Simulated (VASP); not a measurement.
Wanted: the native input for a VASP 6.6.1 run.

* Task: single point
* Functional: PBE
* Potentials or basis: VASP PAW PBE potentials, release 64 (Cd, Hg, Se)
* Cutoff: 520 eV
* k mesh: 6 × 6 × 2
* Occupations: gaussian, width 0.1 eV
* Spin: no spin polarisation
* Dipole correction: no
* Further INCAR settings: ALGO = Normal; EDIFF = 1e-07; NBANDS = 36

The structure of CdHg2Se3 lies in POSCAR:

```
CdHg2Se3
1.0
    4.4141377000      0.0000000000      0.0000000000
   -2.2070689000      3.8227554000      0.0000000000
    0.0000000000      0.0000000000     10.7938969000
Cd Hg Se
1 2 3
Direct
    0.0000000000      0.0000000000      0.0009010000
    0.6666667000      0.3333333000      0.6675690000
    0.3333333000      0.6666667000      0.3322190000
    0.0000000000      0.0000000000      0.7516690000
    0.6666667000      0.3333333000      0.4168310000
    0.3333333000      0.6666667000      0.0808110000
```

One way to write it, as run:

INCAR

```
SYSTEM = CdHg2Se3
  PREC = Accurate
  ENCUT = 520
  EDIFF = 1E-7
  ISMEAR = 0
  SIGMA = 0.1
  LREAL = .FALSE.
  LASPH = .TRUE.
  NELM = 100
  ALGO = Normal
  ISIF = 2
  LWAVE = .FALSE.
  LCHARG = .FALSE.
  GGA = PE
  NBANDS = 36
```

KPOINTS

```
Automatic mesh
0
G
  6 6 2
  0 0 0
```

Potentials or basis: VASP PAW PBE potentials, release 64 (Cd, Hg, Se).

Command:

```console
$ cat potpaw_PBE.64/Cd/POTCAR potpaw_PBE.64/Hg/POTCAR potpaw_PBE.64/Se/POTCAR > POTCAR
$ mpirun -np 1 vasp_std > vasp.out
```

It gave:

The pressure is 0.2 GPa. The largest force is 0.006 eV/Å and the band gap on the k mesh is zero (filled and empty bands touch).

Caveat: semilocal functionals underestimate gaps, and a narrow one can read as zero; spin-orbit coupling is left out, which moves the levels of the heavy elements.

It took 3.9 min on 1 thread of Intel Xeon 8259CL, on a shared host, peak memory 0.33 GiB.
